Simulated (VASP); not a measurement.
Runs of VASP 6.6.1 on LaGa2. The structure is that of space group P6/mmm (No. 191), or close to it. The cells are those of the table. 

```csv
task,cell,cutoff (eV),smearing,gap on the mesh (eV),pressure (GPa),relaxed volume (Å³/atom)
single point,"a = 4.225, b = 4.225, c = 4.349 Å, angles 90.0, 90.0, 120.0°, 3 atoms",520,fermi-dirac 0.05 eV,none,(a),-
single point,"a = 4.225, b = 4.225, c = 4.350 Å, angles 90.0, 90.0, 120.0°, 3 atoms",520,fermi-dirac 0.05 eV,none,0.0,-
relaxation of cell and atoms,"relaxed from a = 4.432, b = 4.432, c = 4.531 Å, angles 90.0, 90.0, 120.0°, 3 atoms",600,fermi-dirac 0.05 eV,none,0.0,22.43
relaxation of cell and atoms,"relaxed from a = 4.432, b = 4.432, c = 4.531 Å, angles 90.0, 90.0, 120.0°, 3 atoms",600,methfessel-paxton 0.05 eV,none,0.0,22.45
```

Alike in all rows: level LDA; potentials or basis VASP PAW LDA potentials, release 64 (La, Ga_d); no spin polarisation; k mesh 9 × 9 × 8.

**Question.** Fill in the values left out.

**Answer.** (a) 0.1.

Caveats: spin-orbit coupling is left out, which moves the levels of the heavy elements; the volume moved by -13 % from the deposited cell, more than functionals usually miss (some runs).

A k mesh can miss the band edges, and the runs leave out spin-orbit coupling on Ga, La.

A gap of «none» marks levels without a gap at the run's occupations.
